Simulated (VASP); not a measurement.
# As (Pm-3m) in VASP: a series of runs, part 2 of 2

VASP 6.6.1.

## 3. Relaxation of cell and atoms, PBEsol, target pressure 10 GPa, at which the enthalpy is minimised

INCAR reads:

```
PREC     = Accurate       # precision mode
ENCUT    = 600            # plane-wave cutoff, eV
EDIFF    = 1E-7           # SCF threshold, eV
ISMEAR   = -1             # smearing method
SIGMA    = 0.05           # smearing width, eV
LREAL    = F              # projectors in reciprocal space
LASPH    = T              # aspherical terms in the spheres
NELM     = 60             # most SCF steps
ALGO     = Normal         # electronic algorithm
ISIF     = 3              # what is computed and relaxed
LWAVE    = F              # write WAVECAR
LCHARG   = F              # write CHGCAR
GGA      = PS             # functional
IBRION   = 2              # ionic algorithm
NSW      = 60             # ionic steps
EDIFFG   = -0.01          # ionic threshold
PSTRESS  = 100.0
```

KPOINTS reads:

```
regular mesh
0
Gamma
  10 10 10
```

POSCAR reads:

```
As
1.0
    2.7036817444      0.0000000000      0.0000000000
    0.0000000000      2.7036817444      0.0000000000
    0.0000000000      0.0000000000      2.7036817444
As
1
Direct
    0.5000000000      0.5000000000      0.5000000000
```

Potentials or basis: VASP PAW PBE potentials, release 64 (As).

Started as:

```
cat potpaw_PBE.64/As/POTCAR > POTCAR
mpirun -np 1 vasp_std > vasp.out
```

OUTCAR:

```text
PREC = Accurate
   ENCUT = 600
   EDIFF = 1E-7
   ISMEAR = -1
   LREAL = F
   LASPH = T
   NELM = 60
   ISIF = 3
   GGA = PS
   IBRION = 2
   NSW = 60
   EDIFFG = -0.01
   PSTRESS = 100.0

 ion  position               nearest neighbor table
   1  0.500  0.500  0.500-

  LATTYP: Found a simple cubic cell.
 ALAT       =     2.7036817444

  Lattice vectors:

 A1 = (   2.7036817444,   0.0000000000,   0.0000000000)
 A2 = (   0.0000000000,   2.7036817444,   0.0000000000)
 A3 = (   0.0000000000,   0.0000000000,   2.7036817444)

Analysis of symmetry for initial positions (statically):
=====================================================================
 Subroutine PRICEL returns:
 Original cell was already a primitive cell.

 Routine SETGRP: Setting up the symmetry group for a
 simple cubic supercell.

 Subroutine GETGRP returns: Found 48 space group operations
[... 9 lines left out ...]

 Routine SETGRP: Setting up the symmetry group for a
 simple cubic supercell.
[... 150 lines left out ...]
  free energy    TOTEN  =        -5.04729173 eV

  energy without entropy =       -5.04473998  energy(sigma->0) =       -5.04601585

------------------------ aborting loop because EDIFF is reached ----------------------------------------

  FORCE on cell =-STRESS in cart. coord.  units (eV):
  Direction    XX          YY          ZZ          XY          YZ          ZX
  --------------------------------------------------------------------------------------
  -------------------------------------------------------------------------------------
  Total       -0.1550034     -0.1550034     -0.1550034     -0.0000000     -0.0000000      0.0000000
  in kB      -12.5656513    -12.5656513    -12.5656513     -0.0000000     -0.0000000      0.0000000
  external PRESSURE =    -112.5656513 kB  Pullay stress =     100.0000000 kB
[... 98 lines left out ...]
--------------------------------------- Ionic step        4  -------------------------------------------

 number of electron       5.0000000 magnetization

 Free energy of the ion-electron system (eV)
  ---------------------------------------------------
  ext. energy  EPLUGINS =         0.00000000
  ---------------------------------------------------
  free energy    TOTEN  =        -5.00146474 eV

  energy without entropy =       -4.99910405  energy(sigma->0) =       -5.00028439

 E-fermi :   6.9867     XC(G=0): -10.9984

 val. band max:        6.8754004421   @ k =   0.5000   0.3000   0.3000
 cond. band min:       7.0165553062   @ k =   0.2000   0.2000   0.2000
 fundamental gap:      0.1411548641
 Fermi energy:         6.9866658730

 k-point     1 :       0.0000    0.0000    0.0000
  band No.  band energies     occupation
      1      -8.9339      2.00000
      2      11.5930      0.00000
      3      11.5930      0.00000
      4      11.5930      0.00000
      5      15.6435      0.00000
      6      15.6435      0.00000
[... 199 lines left out ...]
 k-point    24 :       0.3000    0.1000    0.1000
  band No.  band energies     occupation
      1      -6.7601      2.00000
      2       3.1973      2.00000
      3      10.7478      0.00000
      4      11.4151      0.00000
      5      20.1847      0.00000
      6      20.2195      0.00000

 [... further k-points ...]
[... 5 lines left out ...]
  --------------------------------------------------------------------------------------
  -------------------------------------------------------------------------------------
  Total        1.1108114      1.1108114      1.1108114      0.0000000      0.0000000      0.0000000
  in kB       99.7623228     99.7623228     99.7623228      0.0000000      0.0000000      0.0000000
  external PRESSURE =      -0.2376772 kB  Pullay stress =     100.0000000 kB
[... 20 lines left out ...]
  energy  without entropy=       -4.9991040480  energy(sigma->0) =       -5.00028439

  enthalpy is  TOTEN    =        -3.8880068668 eV   P V=        1.1134578699

 reached required accuracy - stopping structural energy minimisation
```

CONTCAR:

```text
As
   1.00000000000000
     2.6129320977304000   -0.0000000000000000    0.0000000000000000
    -0.0000000000000000    2.6129320977304000   -0.0000000000000000
     0.0000000000000000   -0.0000000000000000    2.6129320977304000
  As
     1
Direct
     0.5000000000000000    0.5000000000000000    0.5000000000000000

  0.00000000E+00  0.00000000E+00  0.00000000E+00
```

Wall time 14 s (1 thread of AMD EPYC 7R43 (Zen 3), shared host); peak memory 0.11 GiB.

Results:

```yaml
Free_energy: -5.0015 eV
Relaxed_volume: 17.84 Å³/atom
Relaxed_cell: a = 2.613 Å, b = 2.613 Å, c = 2.613 Å, α = 90.00°, β = 90.00°, γ = 90.00°
Space_group_after_relaxing_to_0.05_Å: Pm-3m (No. 221)
Energy_change_on_relaxing_the_enthalpy_is_what_falls: +45.8 meV/atom
Ionic_steps: 4
Pressure_after_relaxing: 10.0 GPa
```

The path:
```tsv
step	energy change (eV)	largest force (eV/Å)	pressure (GPa)	volume (Å³)
1	0.0000	0.0000	-1.26	19.76
2	0.2464	0.0000	26.95	16.05
3	0.0432	0.0000	9.64	17.88
4	0.0458	0.0000	9.98	17.84
```

Final structure:
```
As
1.0
     2.61293    0.00000    0.00000
     0.00000    2.61293    0.00000
     0.00000    0.00000    2.61293
As
1
Cartesian
  1.3065 1.3065 1.3065
```

Caveat: the cell is relaxed towards a set pressure, so the enthalpy falls and the energy may rise; the PAW data sets were made with another functional, which shifts forces and pressure a little.
